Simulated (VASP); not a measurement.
# TiSi16 (a cell with a defect) in VASP: a series of runs

TiSi16 (a cell with a defect) is run at these levels: PBE+D3(BJ); tasks: single point.

All numbers are computed with VASP 6.6.1; they aren't measurements. Logs are shortened: lines on timing, memory, paths and dates and some standing lists are left out, and cuts for length are marked.

## Step 1: The cell of the first run

The cell holds a defect, 17 atoms: a = 7.679 Å, b = 7.679 Å, c = 7.679 Å, α = 60.00°, β = 60.00°, γ = 60.00°.

## Step 2: Single point, PBE+D3(BJ)

Input file INCAR:

```
  PREC = Accurate
  ENCUT = 520
  EDIFF = 1E-6
  ISMEAR = -1
  SIGMA = 0.02
  LREAL = Auto
  LASPH = True
  NELM = 60
  ALGO = Normal
  ISIF = 2
  LWAVE = False
  LCHARG = False
  GGA = PE
  IVDW = 12
  NBANDS = 52
```

Input file KPOINTS:

```
Automatic mesh
0
Gamma
  2 2 2
```

Input file POSCAR:

```
TiSi16
1.0
    0.0000000000      5.4300000000      5.4300000000
    5.4300000000      0.0000000000      5.4300000000
    5.4300000000      5.4300000000      0.0000000000
Si Ti
16 1
Direct
   -0.0025760589      0.0001666667     -0.0004053407
    0.0983470534      0.1376866483      0.1369930939
   -0.0026581031      0.0002010129      0.5128938306
    0.1381568140      0.1199302947      0.6259752302
   -0.0028023020      0.5135465009     -0.0003159300
    0.1380502762      0.6265395948      0.1194607735
    0.0382201657      0.4909203499      0.4904479742
    0.1379664825      0.6265594843      0.6260581952
    0.4673452118      0.0144209024      0.0142976980
    0.6213804788      0.1175475138      0.1170230203
    0.5102040516     -0.0192267035      0.5096344383
    0.6212476059      0.1177358195      0.6544011971
    0.5101000000      0.5099237569     -0.0195173112
    0.6210401473      0.6545423573      0.1176550645
    0.5099941068      0.5100151013      0.5101038674
    0.6668446593      0.6147709945      0.6144866483
    0.6813518416      0.2764757827      0.2763037753
```

Potentials or basis: VASP PAW PBE potentials, release 64 (Si, Ti_sv).

On the command line:

```console
$ cat potpaw_PBE.64/Si/POTCAR potpaw_PBE.64/Ti_sv/POTCAR > POTCAR
$ mpirun -np 1 vasp_std > vasp.out
```

OUTCAR:

```text
PREC = Accurate
   ENCUT = 520
   EDIFF = 1E-6
   ISMEAR = -1
   LREAL = Auto
   LASPH = True
   NELM = 60
   ISIF = 2
   GGA = PE
   IVDW = 12
 IVDW          = 12

 ion  position               nearest neighbor table
   1  0.997  0.000  1.000-   4 2.35   6 2.35  10 2.36   2 2.36  17 3.02
   2  0.098  0.138  0.137-   9 2.31   1 2.36   5 2.36   3 2.36  17 2.61
   3  0.997  0.000  0.513-   4 2.35   8 2.35  12 2.36   2 2.36  17 3.02
   4  0.138  0.120  0.626-   7 2.33  11 2.33   1 2.35   3 2.35
   5  0.997  0.514  1.000-   8 2.35   6 2.35  14 2.36   2 2.36  17 3.02
   6  0.138  0.627  0.119-   7 2.33  13 2.33   1 2.35   5 2.35
   7  0.038  0.491  0.490-  16 2.33   4 2.33   6 2.33   8 2.33
   8  0.138  0.627  0.626-   7 2.33  15 2.33   5 2.35   3 2.35
   9  0.467  0.014  0.014-  14 2.27  12 2.27  10 2.27   2 2.31
  10  0.621  0.118  0.117-   9 2.27   1 2.36  17 2.41  13 2.46  11 2.47
  11  0.510  0.981  0.510-  16 2.31   4 2.33  10 2.47  12 2.47  17 2.58
  12  0.621  0.118  0.654-   9 2.27   3 2.36  17 2.41  15 2.46  11 2.47
  13  0.510  0.510  0.980-  16 2.31   6 2.33  10 2.46  14 2.47  17 2.58
  14  0.621  0.655  0.118-   9 2.27   5 2.36  17 2.41  15 2.46  13 2.47
  15  0.510  0.510  0.510-  16 2.31   8 2.33  12 2.46  14 2.46  17 2.58
  16  0.667  0.615  0.614-  11 2.31  13 2.31  15 2.31   7 2.33
  17  0.681  0.276  0.276-  14 2.41  12 2.41  10 2.41  11 2.58  13 2.58  15 2.58   2 2.61   3 3.02
                             5 3.02   1 3.02

  LATTYP: Found a face centered cubic cell.
 ALAT       =    10.8600000000

  Lattice vectors:

 A1 = (   0.0000000000,   5.4300000000,   5.4300000000)
 A2 = (   5.4300000000,   0.0000000000,   5.4300000000)
 A3 = (   5.4300000000,   5.4300000000,   0.0000000000)

Analysis of symmetry for initial positions (statically):
=====================================================================
 Subroutine PRICEL returns:
 Original cell was already a primitive cell.

 Routine SETGRP: Setting up the symmetry group for a
 face centered cubic supercell.

 Subroutine GETGRP returns: Found  1 space group operations
 (whereof  1 operations were pure point group operations)
 out of a pool of 48 trial point group operations.

The static configuration has the point symmetry C_1 .

Analysis of symmetry for dynamics (positions and initial velocities):
=====================================================================
 Subroutine PRICEL returns:
 Original cell was already a primitive cell.

 Routine SETGRP: Setting up the symmetry group for a
 face centered cubic supercell.

 Subroutine GETGRP returns: Found  1 space group operations
 (whereof  1 operations were pure point group operations)
 out of a pool of 48 trial point group operations.

The dynamic configuration has the point symmetry C_1 .

 Subroutine INISYM returns: Found  1 space group operations
 (whereof  1 operations are pure point group operations),
 and found     1 'primitive' translations

----------------------------------------------------------------------------------------

                                     Primitive cell

  volume of cell :     320.2060

  direct lattice vectors                    reciprocal lattice vectors
     0.000000000  5.430000000  5.430000000    -0.092081031  0.092081031  0.092081031
     5.430000000  0.000000000  5.430000000     0.092081031 -0.092081031  0.092081031
     5.430000000  5.430000000  0.000000000     0.092081031  0.092081031 -0.092081031

  length of vectors
     7.679179644  7.679179644  7.679179644     0.159489025  0.159489025  0.159489025

  position of ions in fractional coordinates (direct lattice)
     0.997423941  0.000166667  0.999594659
     0.098347053  0.137686648  0.136993094
     0.997341897  0.000201013  0.512893831
     0.138156814  0.119930295  0.625975230
     0.997197698  0.513546501  0.999684070
     0.138050276  0.626539595  0.119460774
[... 9 lines left out ...]
     0.666844659  0.614770994  0.614486648
     0.681351842  0.276475783  0.276303775

  ion indices of the primitive-cell ions
   primitive index   ion index
                 1           1
                 2           2
                 3           3
                 4           4
                 5           5
                 6           6
[... 9 lines left out ...]
                16          16
                17          17

----------------------------------------------------------------------------------------

 KPOINTS: Automatic mesh

Automatic generation of k-mesh.
 Grid dimensions read from file:
 generate k-points for:    2    2    2

 Generating k-lattice:

  Cartesian coordinates                     Fractional coordinates (reciprocal lattice)
    -0.046040516  0.046040516  0.046040516     0.500000000  0.000000000  0.000000000
     0.046040516 -0.046040516  0.046040516     0.000000000  0.500000000  0.000000000
     0.046040516  0.046040516 -0.046040516     0.000000000  0.000000000  0.500000000

  Length of vectors
     0.079744512  0.079744512  0.079744512

  Shift w.r.t. Gamma in fractional coordinates (k-lattice)
     0.000000000  0.000000000  0.000000000

 Subroutine IBZKPT returns following result:
 ===========================================

 Found      8 irreducible k-points:

 Following reciprocal coordinates:
            Coordinates               Weight
  0.000000  0.000000  0.000000      1.000000
  0.500000  0.000000  0.000000      1.000000
  0.000000  0.500000  0.000000      1.000000
  0.000000  0.000000  0.500000      1.000000
  0.500000  0.500000  0.500000      1.000000
  0.500000  0.500000  0.000000      1.000000
  0.000000  0.500000  0.500000      1.000000
  0.500000  0.000000  0.500000      1.000000
   k-points           NKPTS =      8   k-points in BZ     NKDIM =      8   number of bands    NBANDS=     52
   number of dos      NEDOS =    301   number of ions     NIONS =     17
   total plane-waves  NPLWV = 216000
   dimension x,y,z NGX =    60 NGY =   60 NGZ =   60
   dimension x,y,z NGXF=   120 NGYF=  120 NGZF=  120
   ions per type =              16   1
   NGX,Y,Z   is equivalent  to a cutoff of  12.99, 12.99, 12.99 a.u.
   NGXF,Y,Z  is equivalent  to a cutoff of  25.98, 25.98, 25.98 a.u.
 SYSTEM =  unknown system
   PREC   = accura    normal or accurate (medium, high low for compatibility)
   ISTART =      0    job   : 0-new  1-cont  2-samecut
   ICHARG =      2    charge: 1-file 2-atom 10-const
   ISPIN  =      1    spin polarized calculation?
   LNONCOLLINEAR =      F non collinear calculations
   LSORBIT =      F    spin-orbit coupling
   LASPH  =      T    aspherical Exc in radial PAW
   ENCUT  =  520.0 eV  38.22 Ry    6.18 a.u.  14.28 14.28 14.28*2*pi/ulx,y,z
   NELM   =     60;   NELMIN=  2; NELMDL= -5     # of ELM steps
   EDIFF  = 0.1E-05   stopping-criterion for ELM
   LREAL  =      T    real-space projection
   EDIFFG = 0.1E-04   stopping-criterion for IOM
   NSW    =      0    number of steps for IOM
   IBRION =     -1    ionic relax: 0-MD 1-quasi-New 2-CG
   NFREE  =      0    steps in history (QN), initial steepest desc. (CG)
   ISIF   =      2    stress and relaxation
   ISYM   =      2    0-nonsym 1-usesym 2-fastsym
   POTIM  = 0.5000    time-step for ionic-motion
   TEBEG  =    0.0;   TEEND  =   0.0 temperature during run
   PSTRESS=    0.0 pullay stress
   NELECT =      76.0000    total number of electrons
   NUPDOWN=      -1.0000    fix difference up-down
   EMIN   =  10.00;   EMAX   =-10.00  energy-range for DOS
   EFERMI =   0.00;   METHOD = LEGACY
   ISMEAR =    -1;   SIGMA  =   0.02  broadening in eV -4-tet -1-fermi 0-gaus
   EFERMI_NEDOS =   21; number of points for ismear=-14 and -15
   IALGO  =     38    algorithm
   IMIX   =      4    mixing-type and parameters
     AMIX     =   0.40;   BMIX     =  1.00
     AMIX_MAG =   1.60;   BMIX_MAG =  1.00
  volume/ion in A,a.u.               =      18.84       127.11
  Fermi-wavevector in a.u.,A,eV,Ry     =   1.013607  1.915439 13.978610  1.027399
  Thomas-Fermi vector in A             =   2.146786
   LORBIT       =      0    0 simple, 1 ext, 2 COOP (PROOUT), +10 PAW based schemes
   GGA     = PE    functional components
   LHFCALC =     F    Hartree Fock is set to
   AEXX    =    0.0000 exact exchange contribution
   IVDW    =    12    specifies the selected vdW correction
   LEPSILON=     F    determine dielectric tensor
   LRPA    =     F    only Hartree local field effects (RPA)
 non-spin polarized calculation
  energy-cutoff  :      520.00
  volume of cell :      320.21
 maximum number of plane-waves:      8646
 NGX is ok and might be reduce to    60
   NGX = 29   NGY = 29   NGZ = 29

 number of electron      75.9999998 magnetization

 Free energy of the ion-electron system (eV)
  ---------------------------------------------------
  ext. energy  EPLUGINS =         0.00000000
  ---------------------------------------------------
  free energy    TOTEN  =       -91.56590508 eV

  energy without entropy =      -91.54281739  energy(sigma->0) =      -91.55436123

 E-fermi :   6.8869     XC(G=0):  -9.7587

 val. band max:        6.8457258650   @ k =   0.0000   0.0000   0.0000
 cond. band min:       6.8917565060   @ k =   0.0000   0.5000   0.0000
 fundamental gap:      0.0460306409
 Fermi energy:         6.8869149973

 k-point     1 :       0.0000    0.0000    0.0000
  band No.  band energies     occupation
      1     -49.9357      2.00000
      2     -26.3369      2.00000
      3     -26.2879      2.00000
      4     -26.2874      2.00000
      5      -5.7000      2.00000
      6      -3.5077      2.00000
[... 42 lines left out ...]
     49       8.2917      0.00000
     50       8.6225      0.00000

 k-point     2 :       0.5000    0.0000    0.0000
  band No.  band energies     occupation
      1     -49.9357      2.00000
      2     -26.3369      2.00000
      3     -26.2879      2.00000
      4     -26.2874      2.00000
      5      -4.9442      2.00000
      6      -4.8435      2.00000
[... 42 lines left out ...]
     49       9.5018      0.00000
     50       9.9354      0.00000

 k-point     3 :       0.0000    0.5000    0.0000
  band No.  band energies     occupation
      1     -49.9357      2.00000
      2     -26.3369      2.00000
      3     -26.2879      2.00000
      4     -26.2874      2.00000
      5      -4.9803      2.00000
      6      -4.7896      2.00000
[... 42 lines left out ...]
     49       9.5644      0.00000
     50       9.7651      0.00000

 k-point     4 :       0.0000    0.0000    0.5000
  band No.  band energies     occupation
      1     -49.9357      2.00000
      2     -26.3369      2.00000
      3     -26.2879      2.00000
      4     -26.2874      2.00000
      5      -4.9805      2.00000
      6      -4.7895      2.00000
[... 42 lines left out ...]
     49       9.5632      0.00000
     50       9.7642      0.00000

 k-point     5 :       0.5000    0.5000    0.5000
  band No.  band energies     occupation
      1     -49.9357      2.00000
      2     -26.3369      2.00000
      3     -26.2879      2.00000
      4     -26.2874      2.00000
      5      -4.9808      2.00000
      6      -4.7893      2.00000
[... 42 lines left out ...]
     49       9.5637      0.00000
     50       9.7631      0.00000

 k-point     6 :       0.5000    0.5000    0.0000
  band No.  band energies     occupation
      1     -49.9357      2.00000
      2     -26.3369      2.00000
      3     -26.2879      2.00000
      4     -26.2874      2.00000
      5      -4.6613      2.00000
      6      -4.5792      2.00000
[... 42 lines left out ...]
     49       9.8926      0.00000
     50      10.5141      0.00000

 k-point     7 :       0.0000    0.5000    0.5000
  band No.  band energies     occupation
      1     -49.9357      2.00000
      2     -26.3369      2.00000
      3     -26.2879      2.00000
      4     -26.2874      2.00000
      5      -4.6625      2.00000
      6      -4.5778      2.00000
[... 42 lines left out ...]
     49       9.8922      0.00000
     50      10.5121      0.00000

 k-point     8 :       0.5000    0.0000    0.5000
  band No.  band energies     occupation
      1     -49.9357      2.00000
      2     -26.3369      2.00000
      3     -26.2879      2.00000
      4     -26.2874      2.00000
      5      -4.6618      2.00000
      6      -4.5786      2.00000
[... 42 lines left out ...]
     49       9.8925      0.00000
     50      10.5136      0.00000
 [bands above 50 left out]

------------------------ aborting loop because EDIFF is reached ----------------------------------------

 Edisp (eV)   -5.83756

 E8    (eV) :    -2.4418

  FORCE on cell =-STRESS in cart. coord.  units (eV):
  Direction    XX          YY          ZZ          XY          YZ          ZX
  --------------------------------------------------------------------------------------
  -------------------------------------------------------------------------------------
  Total       2.52007     2.56935     2.57057     0.76674    -0.81039     0.79237
  in kB      12.60939    12.85595    12.86208     3.83644    -4.05483     3.96468
  external pressure =       12.78 kB  Pullay stress =        0.00 kB

 VOLUME and BASIS-vectors are now :
 -----------------------------------------------------------------------------
  energy-cutoff  :      520.00
  volume of cell :      320.21
      direct lattice vectors                 reciprocal lattice vectors
     0.000000000  5.430000000  5.430000000    -0.092081031  0.092081031  0.092081031
     5.430000000  0.000000000  5.430000000     0.092081031 -0.092081031  0.092081031
     5.430000000  5.430000000  0.000000000     0.092081031  0.092081031 -0.092081031

 POSITION                                       TOTAL-FORCE (eV/Angst)
 -----------------------------------------------------------------------------------
      5.42870     10.84381      5.41692         0.040416     -0.101111     -0.100675
      1.49151      1.27790      1.28166         0.033488     -0.032141     -0.032626
      2.78611      8.20058      5.41666         0.099976     -0.040313     -0.102626
      4.05027      4.14924      1.40141         0.077629     -0.081008     -0.065312
      8.21684     10.84307      8.20334         0.099964     -0.101192     -0.041809
      4.05078      1.39828      4.15172         0.077085     -0.064720     -0.080745
[... 9 lines left out ...]
      6.67487      6.95763      6.95917         0.037129     -0.038107     -0.038750
      3.00159      5.20007      5.20100        -1.313351      1.317712      1.319607
 -----------------------------------------------------------------------------------
    total drift:                                0.003754      0.006610      0.006875

  FREE ENERGIE OF THE ION-ELECTRON SYSTEM (eV)
  ---------------------------------------------------
  free  energy   TOTEN  =       -97.4034648865 eV

  energy  without entropy=      -97.3803771970  energy(sigma->0) =      -97.39192104
```

It took 3.1 min on 1 thread of Intel Xeon Platinum 8488C (Sapphire Rapids), shared host; peak memory 0.49 GiB.

What came out:

- Free energy: -97.4035 eV
- Pressure: 1.3 GPa
- Largest force: 2.281 eV/Å
- Band gap on the k mesh: zero (band 38 reaches 6.90 eV, above the bottom of band 39 at 6.62 eV)
- Dispersion energy per atom: -0.343 eV

Forces on the atoms (eV/Å):
```
Si   0.040 -0.101 -0.101
Si   0.033 -0.032 -0.033
Si   0.100 -0.040 -0.103
Si   0.078 -0.081 -0.065
Si   0.100 -0.101 -0.042
Si   0.077 -0.065 -0.081
Si   0.065 -0.064 -0.065
Si   0.065 -0.079 -0.080
Si   0.077 -0.079 -0.077
Si   0.187 -0.134 -0.136
Si   0.105 -0.102  0.031
Si   0.137 -0.187 -0.139
Si   0.107  0.031 -0.100
Si   0.137 -0.138 -0.187
Si  -0.033 -0.108 -0.104
Si   0.037 -0.038 -0.039
Ti  -1.313  1.318  1.320
```

Stress tensor (GPa, compression positive):
```
 1.26  0.38  0.40
 0.38  1.29 -0.41
 0.40 -0.41  1.29
```

Caveat: the k points lie up to 0.50 Å⁻¹ apart.

## Step 3: Single point, PBE+D3(BJ)

Input file INCAR:

```
PREC = Accurate
ENCUT = 520
EDIFF = 1E-7
ISMEAR = -1
SIGMA = 0.02
LREAL = Auto
LASPH = T
NELM = 100
ALGO = Normal
ISIF = 2
LWAVE = F
LCHARG = F
GGA = PE
IVDW = 12
NBANDS = 52
```

Input file KPOINTS:

```
regular mesh
0
Gamma
  2 2 2
```

Input file POSCAR:

```
TiSi16
1.0
    0.0000000000      5.4300000000      5.4300000000
    5.4300000000      0.0000000000      5.4300000000
    5.4300000000      5.4300000000      0.0000000000
Si Ti
16 1
Direct
    0.0018988029     -0.0011849908     -0.0022518416
    0.1016900552      0.1344224678      0.1333395948
    0.0018031308     -0.0011865562      0.5043370166
    0.1426469613      0.1118097606      0.6241197053
    0.0017158379      0.5054114180     -0.0021707182
    0.1425602210      0.6251874770      0.1108204420
    0.0415187845      0.4877007366      0.4866749540
    0.1424198895      0.6251799263      0.6241996317
    0.4730613260      0.0104283610      0.0098329650
    0.6298600368      0.1152443831      0.1142139963
    0.5188123389     -0.0292992634      0.5067186004
    0.6297725599      0.1152762431      0.6438313076
    0.5186655617      0.5075441989     -0.0301758748
    0.6296671271      0.6444220074      0.1146813076
    0.5184743094      0.5075820442      0.5073120626
    0.6725374770      0.6108091160      0.6099297422
    0.4584323204      0.3487789134      0.3479914365
```

Potentials or basis: VASP PAW PBE potentials, release 64 (Si, Ti_sv).

On the command line:

```console
$ cat potpaw_PBE.64/Si/POTCAR potpaw_PBE.64/Ti_sv/POTCAR > POTCAR
$ mpirun -np 1 vasp_std > vasp.out
```

Run time: 3.3 min. Hardware: 1 thread of Intel Xeon Platinum 8488C (Sapphire Rapids), shared host; peak memory 0.48 GiB.

It converged, with:

| Quantity | Value |
| --- | --- |
| Free energy | -97.4049 eV |
| Pressure | 1.3 GPa |
| Largest force | 2.274 eV/Å |
| Band gap on the k mesh | zero (band 38 reaches 6.90 eV, above the bottom of band 39 at 6.62 eV) |
| Dispersion energy per atom | -0.343 eV |

Forces on the atoms (eV/Å):
```
Si  -0.063  0.079  0.078
Si  -0.064  0.064  0.062
Si  -0.078  0.066  0.080
Si  -0.100  0.101  0.042
Si  -0.078  0.079  0.067
Si  -0.100  0.043  0.101
Si  -0.032  0.032  0.032
Si  -0.036  0.103  0.098
Si  -0.038  0.037  0.039
Si   0.031  0.106  0.102
Si  -0.137  0.139  0.187
Si  -0.109 -0.031  0.102
Si  -0.134  0.187  0.138
Si  -0.107  0.103 -0.028
Si  -0.186  0.134  0.138
Si  -0.076  0.076  0.076
Ti   1.307 -1.318 -1.314
```

Stress tensor (GPa, compression positive):
```
 1.27  0.38  0.40
 0.38  1.27 -0.41
 0.40 -0.41  1.29
```

Levels at points of the mesh, in eV from the Fermi level:
```
           k point  band 34  band 35  band 36  band 37  band 38  band 39  band 40  band 41
(0.00, 0.00, 0.00)    -1.11    -1.11    -0.72    -0.61    -0.28    -0.27    -0.05    -0.04
(0.50, 0.00, 0.00)    -2.08    -1.34    -1.34    -0.24    -0.14    -0.13     0.67     0.67
(0.00, 0.50, 0.00)    -1.75    -1.35    -1.34    -0.19     0.01     0.12     0.44     0.63
(0.00, 0.00, 0.50)    -1.75    -1.35    -1.34    -0.19     0.01     0.12     0.44     0.63
(0.50, 0.50, 0.50)    -1.75    -1.35    -1.34    -0.19     0.01     0.12     0.44     0.63
(0.50, 0.50, 0.00)    -2.03    -1.93    -1.81    -0.39     0.02     0.38     0.83     1.01
(0.00, 0.50, 0.50)    -2.03    -1.93    -1.81    -0.39     0.02     0.38     0.82     1.01
(0.50, 0.00, 0.50)    -2.03    -1.93    -1.81    -0.39     0.02     0.38     0.82     1.01
```

Caveat: the k points lie up to 0.50 Å⁻¹ apart.
